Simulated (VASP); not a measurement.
The system is Os.

```
CELL_PARAMETERS angstrom
0.00000 2.77766 2.77766
2.77766 0.00000 2.77766
2.77766 2.77766 0.00000
ATOMIC_POSITIONS crystal
Os 0.00000 0.00000 0.00000
Os 0.25000 0.25000 0.25000
```

Base run:

| Quantity | Value |
| --- | --- |
| Program | VASP 6.6.1 |
| Functional | PBE |
| Potentials or basis | VASP PAW PBE potentials, release 64 (Os_sv_GW) |
| Cutoff | 500 eV |
| k mesh | 7 × 7 × 7 |
| Occupations | fermi-dirac, width 0.05 eV |
| Spin | no spin polarisation |

Its results: band gap on the k mesh zero (band 16 reaches 7.64 eV, above the bottom of band 17 at 6.64 eV); pressure -1.6 GPa.

Q: The run is repeated on the same cell with these changes: potentials or basis from VASP PAW PBE potentials, release 64 (Os_sv_GW) to VASP PAW PBE potentials, release 64 (Os); cutoff from 500 eV to 520 eV; further incar settings from ALGO = Normal; EDIFF = 1e-06; NBANDS = 23 to ALGO = Normal; EDIFF = 1e-06; NBANDS = 15; valence electrons from 32 to 16. What comes out?

A: Band gap on the k mesh zero (band 8 reaches 4.80 eV, above the bottom of band 9 at 3.79 eV); pressure -1.2 GPa.

Caveats: spin-orbit coupling is left out, which moves the levels of the heavy elements.
